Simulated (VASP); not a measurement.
# Ni (P6_3/mmc) in VASP: further runs

The runs below take Ni through single point, with LDA.

Everything below comes from runs of VASP 6.6.1. Logs are shortened: lines on timing, memory, paths and dates and some standing lists are left out, and cuts for length are marked.

### 1 The cell of the first run

The structure is hexagonal, space group P6_3/mmc (No. 194). Conventional cell: a = 2.448 Å, b = 2.448 Å, c = 4.073 Å, α = 90.00°, β = 90.00°, γ = 120.00°. Ni (site symmetry -6m2) has 12 Ni at 2.45 to 2.48 Å within 3.2 Å.

### 2 Single point, LDA, collinear spin, ferromagnetic start

Input file INCAR:

```
PREC = Accurate
ENCUT = 520
EDIFF = 1E-6
ISMEAR = -1
SIGMA = 0.15
LREAL = False
LASPH = True
NELM = 150
ALGO = Normal
ISIF = 2
LWAVE = False
LCHARG = False
ISPIN = 2
MAGMOM = 1 1
LORBIT = 11
LMAXMIX = 4
GGA = CA
NBANDS = 21
```

Input file KPOINTS:

```
regular mesh
0
Gamma
  4 4 2
```

Input file POSCAR:

```
Ni
1.0
    2.4480200000      0.0000000000      0.0000000000
   -1.2240100000      2.1200500000      0.0000000000
    0.0000000000      0.0000000000      4.0728100000
Ni
2
Direct
    0.3333333333      0.6666666667      0.2500000000
    0.6666666667      0.3333333333      0.7500000000
```

Potentials or basis: VASP PAW LDA potentials, release 64 (Ni).

On the command line:

```
cat potpaw_LDA.64/Ni/POTCAR > POTCAR
mpirun -np 1 vasp_std > vasp.out
```

OUTCAR:

```text
PREC = Accurate
   ENCUT = 520
   EDIFF = 1E-6
   ISMEAR = -1
   LREAL = False
   LASPH = True
   NELM = 150
   ISIF = 2
   ISPIN = 2
   LORBIT = 11
   GGA = CA

 ion  position               nearest neighbor table
   1  0.333  0.667  0.250-   2 2.48   2 2.48   2 2.48   2 2.48   2 2.48   2 2.48
   2  0.667  0.333  0.750-   1 2.48   1 2.48   1 2.48   1 2.48   1 2.48   1 2.48

  LATTYP: Found a hexagonal cell.
 ALAT       =     2.4480200000
 C/A-ratio  =     1.6637159827

  Lattice vectors:

 A1 = (   2.4480200000,   0.0000000000,   0.0000000000)
 A2 = (  -1.2240100000,   2.1200500000,   0.0000000000)
 A3 = (   0.0000000000,   0.0000000000,   4.0728100000)

Analysis of symmetry for initial positions (statically):
=====================================================================
 Subroutine PRICEL returns:
 Original cell was already a primitive cell.

 Routine SETGRP: Setting up the symmetry group for a
 hexagonal supercell.

 Subroutine GETGRP returns: Found 24 space group operations
 (whereof 12 operations were pure point group operations)
 out of a pool of 24 trial point group operations.

The static configuration has the point symmetry D_3d.
 The point group associated with its full space group is D_6h.

Analysis of symmetry for dynamics (positions and initial velocities):
=====================================================================
 Subroutine PRICEL returns:
 Original cell was already a primitive cell.

 Routine SETGRP: Setting up the symmetry group for a
 hexagonal supercell.

 Subroutine GETGRP returns: Found 24 space group operations
 (whereof 12 operations were pure point group operations)
 out of a pool of 24 trial point group operations.

The dynamic configuration has the point symmetry D_3d.
 The point group associated with its full space group is D_6h.

Analysis of structural, dynamic, and magnetic symmetry:
=====================================================================
 Subroutine PRICEL returns:
 Original cell was already a primitive cell.

 Routine SETGRP: Setting up the symmetry group for a
 hexagonal supercell.

 Subroutine GETGRP returns: Found 24 space group operations
 (whereof 12 operations were pure point group operations)
 out of a pool of 24 trial point group operations.

The overall configuration has the point symmetry D_3d.
 The point group associated with its full space group is D_6h.

 Subroutine INISYM returns: Found 24 space group operations
 (whereof 12 operations are pure point group operations),
 and found     1 'primitive' translations

----------------------------------------------------------------------------------------

                                     Primitive cell

  volume of cell :      21.1376

  direct lattice vectors                    reciprocal lattice vectors
     2.448020000  0.000000000  0.000000000     0.408493395  0.235843494  0.000000000
    -1.224010000  2.120050000  0.000000000     0.000000000  0.471686989  0.000000000
     0.000000000  0.000000000  4.072810000     0.000000000  0.000000000  0.245530727

  length of vectors
     2.448020000  2.448022157  4.072810000     0.471687404  0.471686989  0.245530727

  position of ions in fractional coordinates (direct lattice)
     0.333333333  0.666666667  0.250000000
     0.666666667  0.333333333  0.750000000

  ion indices of the primitive-cell ions
   primitive index   ion index
                 1           1
                 2           2

----------------------------------------------------------------------------------------

 KPOINTS: regular mesh

Automatic generation of k-mesh.
 Grid dimensions read from file:
 generate k-points for:    4    4    2

 Generating k-lattice:

  Cartesian coordinates                     Fractional coordinates (reciprocal lattice)
     0.102123349  0.058960874  0.000000000     0.250000000  0.000000000  0.000000000
     0.000000000  0.117921747  0.000000000     0.000000000  0.250000000  0.000000000
     0.000000000  0.000000000  0.122765363     0.000000000  0.000000000  0.500000000

  Length of vectors
     0.117921851  0.117921747  0.122765363

  Shift w.r.t. Gamma in fractional coordinates (k-lattice)
     0.000000000  0.000000000  0.000000000

 Subroutine IBZKPT returns following result:
 ===========================================

 Found      8 irreducible k-points:

 Following reciprocal coordinates:
            Coordinates               Weight
  0.000000  0.000000  0.000000      1.000000
  0.250000  0.000000  0.000000      6.000000
  0.500000  0.000000  0.000000      3.000000
  0.250000  0.250000  0.000000      6.000000
  0.000000  0.000000  0.500000      1.000000
  0.250000  0.000000  0.500000      6.000000
  0.500000  0.000000  0.500000      3.000000
  0.250000  0.250000  0.500000      6.000000
   k-points           NKPTS =      8   k-points in BZ     NKDIM =      8   number of bands    NBANDS=     21
   number of dos      NEDOS =    301   number of ions     NIONS =      2
   total plane-waves  NPLWV =   9720
   dimension x,y,z NGX =    18 NGY =   18 NGZ =   30
   dimension x,y,z NGXF=    36 NGYF=   36 NGZF=   60
   ions per type =               2
   NGX,Y,Z   is equivalent  to a cutoff of  12.22, 12.22, 12.25 a.u.
   NGXF,Y,Z  is equivalent  to a cutoff of  24.45, 24.45, 24.49 a.u.
 SYSTEM =  unknown system
   PREC   = accura    normal or accurate (medium, high low for compatibility)
   ISTART =      0    job   : 0-new  1-cont  2-samecut
   ICHARG =      2    charge: 1-file 2-atom 10-const
   ISPIN  =      2    spin polarized calculation?
   LNONCOLLINEAR =      F non collinear calculations
   LSORBIT =      F    spin-orbit coupling
   LASPH  =      T    aspherical Exc in radial PAW
   ENCUT  =  520.0 eV  38.22 Ry    6.18 a.u.   4.55  4.55  7.57*2*pi/ulx,y,z
   NELM   =    150;   NELMIN=  2; NELMDL= -5     # of ELM steps
   EDIFF  = 0.1E-05   stopping-criterion for ELM
   LREAL  =      F    real-space projection
   EDIFFG = 0.1E-04   stopping-criterion for IOM
   NSW    =      0    number of steps for IOM
   IBRION =     -1    ionic relax: 0-MD 1-quasi-New 2-CG
   NFREE  =      0    steps in history (QN), initial steepest desc. (CG)
   ISIF   =      2    stress and relaxation
   ISYM   =      2    0-nonsym 1-usesym 2-fastsym
   POTIM  = 0.5000    time-step for ionic-motion
   TEBEG  =    0.0;   TEEND  =   0.0 temperature during run
   PSTRESS=    0.0 pullay stress
   NELECT =      20.0000    total number of electrons
   NUPDOWN=      -1.0000    fix difference up-down
   EMIN   =  10.00;   EMAX   =-10.00  energy-range for DOS
   EFERMI =   0.00;   METHOD = LEGACY
   ISMEAR =    -1;   SIGMA  =   0.15  broadening in eV -4-tet -1-fermi 0-gaus
   EFERMI_NEDOS =   21; number of points for ismear=-14 and -15
   IALGO  =     38    algorithm
   IMIX   =      4    mixing-type and parameters
     AMIX     =   0.40;   BMIX     =  1.00
     AMIX_MAG =   1.60;   BMIX_MAG =  1.00
  volume/ion in A,a.u.               =      10.57        71.32
  Fermi-wavevector in a.u.,A,eV,Ry     =   1.607187  3.037143 35.144532  2.583050
  Thomas-Fermi vector in A             =   2.703256
   LORBIT       =     11    0 simple, 1 ext, 2 COOP (PROOUT), +10 PAW based schemes
   GGA     = CA    functional components
   LHFCALC =     F    Hartree Fock is set to
   AEXX    =    0.0000 exact exchange contribution
   IVDW    =     0    specifies the selected vdW correction
   LEPSILON=     F    determine dielectric tensor
   LRPA    =     F    only Hartree local field effects (RPA)
 spin polarized calculation
  energy-cutoff  :      520.00
  volume of cell :       21.14
 maximum number of plane-waves:       592
   NGX =  9   NGY =  9   NGZ = 15

 number of electron      19.9999995 magnetization       1.2657793

 Free energy of the ion-electron system (eV)
  ---------------------------------------------------
  ext. energy  EPLUGINS =         0.00000000
  ---------------------------------------------------
  free energy    TOTEN  =       -13.25596244 eV

  energy without entropy =      -13.01902903  energy(sigma->0) =      -13.13749573

 E-fermi :   9.5391     XC(G=0): -13.7817

 val. band max:        9.5250295208   @ k =   0.0000   0.0000   0.0000
 cond. band min:       9.6226366776   @ k =   0.2500   0.2500   0.0000
 fundamental gap:      0.0976071568
 Fermi energy:         9.5390721526

 spin component 1

 k-point     1 :       0.0000    0.0000    0.0000
  band No.  band energies     occupation
      1       0.2541      1.00000
      2       4.4874      1.00000
      3       6.9861      1.00000
      4       7.1283      1.00000
      5       7.1283      1.00000
      6       7.3952      1.00000
[... 13 lines left out ...]
     20      36.1955      0.00000
     21      40.1206      0.00000
[... 145 lines left out ...]
 k-point     8 :       0.2500    0.2500    0.5000
  band No.  band energies     occupation
      1       5.3323      1.00000
      2       5.3323      1.00000
      3       6.3320      1.00000
      4       6.3320      1.00000
      5       6.7837      1.00000
      6       6.7837      1.00000
[... 13 lines left out ...]
     20      36.3670      0.00000
     21      38.0038      0.00000
 Fermi energy:         9.5390721526

 spin component 2

 k-point     1 :       0.0000    0.0000    0.0000
  band No.  band energies     occupation
      1       0.3079      1.00000
      2       4.8446      1.00000
      3       7.5858      1.00000
      4       7.7050      1.00000
      5       7.7050      1.00000
      6       7.9866      0.99997
[... 13 lines left out ...]
     20      36.3407      0.00000
     21      40.2676      0.00000
[... 145 lines left out ...]
 k-point     8 :       0.2500    0.2500    0.5000
  band No.  band energies     occupation
      1       5.7320      1.00000
      2       5.7320      1.00000
      3       6.8046      1.00000
      4       6.8046      1.00000
      5       7.2803      1.00000
      6       7.2803      1.00000
[... 13 lines left out ...]
     20      36.4663      0.00000
     21      38.1193      0.00000

------------------------ aborting loop because EDIFF is reached ----------------------------------------

  FORCE on cell =-STRESS in cart. coord.  units (eV):
  Direction    XX          YY          ZZ          XY          YZ          ZX
  --------------------------------------------------------------------------------------
  -------------------------------------------------------------------------------------
  Total       -1.5932283     -1.5932321     -0.8741716     -0.0000000      0.0000000      0.0000000
  in kB     -120.7628588   -120.7631426    -66.2600956     -0.0000000      0.0000000      0.0000000
  external PRESSURE =    -102.5953657 kB  Pullay stress =       0.0000000 kB

 VOLUME and BASIS-vectors are now :
 -----------------------------------------------------------------------------
  energy-cutoff  :      520.00
  volume of cell :       21.14
      direct lattice vectors                 reciprocal lattice vectors
     2.448020000  0.000000000  0.000000000     0.408493395  0.235843494  0.000000000
    -1.224010000  2.120050000  0.000000000     0.000000000  0.471686989  0.000000000
     0.000000000  0.000000000  4.072810000     0.000000000  0.000000000  0.245530727

 POSITION                                       TOTAL-FORCE (eV/Angst)
 -----------------------------------------------------------------------------------
     -0.00000      1.41337      1.01820         0.000000      0.000000     -0.000000
      1.22401      0.70668      3.05461        -0.000000      0.000000      0.000000
 -----------------------------------------------------------------------------------
    total drift:                               -0.000000      0.000000     -0.000000

  FREE ENERGIE OF THE ION-ELECTRON SYSTEM (eV)
  ---------------------------------------------------
  free  energy   TOTEN  =       -13.2559624389 eV

  energy  without entropy=      -13.0190290263  energy(sigma->0) =      -13.13749573

 total charge

# of ion       s       p       d       tot
------------------------------------------
    1        0.514   0.515   8.347   9.375
    2        0.514   0.515   8.347   9.375
--------------------------------------------------
tot          1.028   1.030  16.693  18.751

 magnetization (x)

# of ion       s       p       d       tot
------------------------------------------
    1       -0.002  -0.018   0.654   0.635
    2       -0.002  -0.018   0.654   0.635
--------------------------------------------------
tot         -0.003  -0.035   1.308   1.270
```

Wall time 16 s (1 thread of Intel Xeon 6975P-C, shared host); peak memory 0.12 GiB.

Results:

```
Free energy                                           : -13.2560 eV
Pressure                                              : -10.3 GPa
Net moment                                            : 1.27 μB per cell
Site moments                                          : Ni +0.64 μB
Valence electrons inside the program's atomic spheres : Ni 9.38
```

Caveat: the k points lie up to 0.77 Å⁻¹ apart.

### 3 Single point, LDA, collinear spin, ferromagnetic start

Input file INCAR:

```
  PREC = Accurate
  ENCUT = 520
  EDIFF = 1E-6
  ISMEAR = -1
  SIGMA = 0.15
  LREAL = False
  LASPH = True
  NELM = 150
  ALGO = Normal
  ISIF = 2
  LWAVE = False
  LCHARG = False
  ISPIN = 2
  MAGMOM = 1 1
  LORBIT = 11
  LMAXMIX = 4
  GGA = CA
  NBANDS = 21
```

Input file KPOINTS:

```
regular mesh
0
Gamma
  5 5 3
```

POSCAR is that of step 2.

Potentials or basis: VASP PAW LDA potentials, release 64 (Ni).

On the command line:

```
cat potpaw_LDA.64/Ni/POTCAR > POTCAR
mpirun -np 1 vasp_std > vasp.out
```

It took 22 s on 1 thread of Intel Xeon 6975P-C, shared host; peak memory 0.13 GiB.

It converged, with:

- Free energy: -13.1194 eV
- Pressure: -9.1 GPa
- Net moment: 1.35 μB per cell
- Site moments: Ni +0.67 μB
- Valence electrons inside the program's atomic spheres: Ni 9.37

Stress tensor (GPa, compression positive):
```
 -6.40   0.00   0.00
  0.00  -6.40   0.00
  0.00   0.00 -14.50
```

Levels at points of the mesh, in eV from the Fermi level:
Spin up:
| k point | band 7 | band 8 | band 9 | band 10 | band 11 | band 12 | band 13 | band 14 | band 15 | band 16 |
| --- | --- | --- | --- | --- | --- | --- | --- | --- | --- | --- |
| (0.00, 0.00, 0.00) | -2.12 | -1.60 | -1.60 | -0.66 | -0.66 | -0.44 | 5.66 | 23.23 | 25.27 | 25.27 |
Spin down:
| k point | band 5 | band 6 | band 7 | band 8 | band 9 | band 10 | band 11 | band 12 | band 13 | band 14 |
| --- | --- | --- | --- | --- | --- | --- | --- | --- | --- | --- |
| (0.00, 0.00, 0.00) | -1.72 | -1.44 | -1.44 | -0.97 | -0.97 | -0.39 | 0.01 | 0.01 | 6.08 | 23.25 |

Caveat: the k points lie up to 0.59 Å⁻¹ apart.
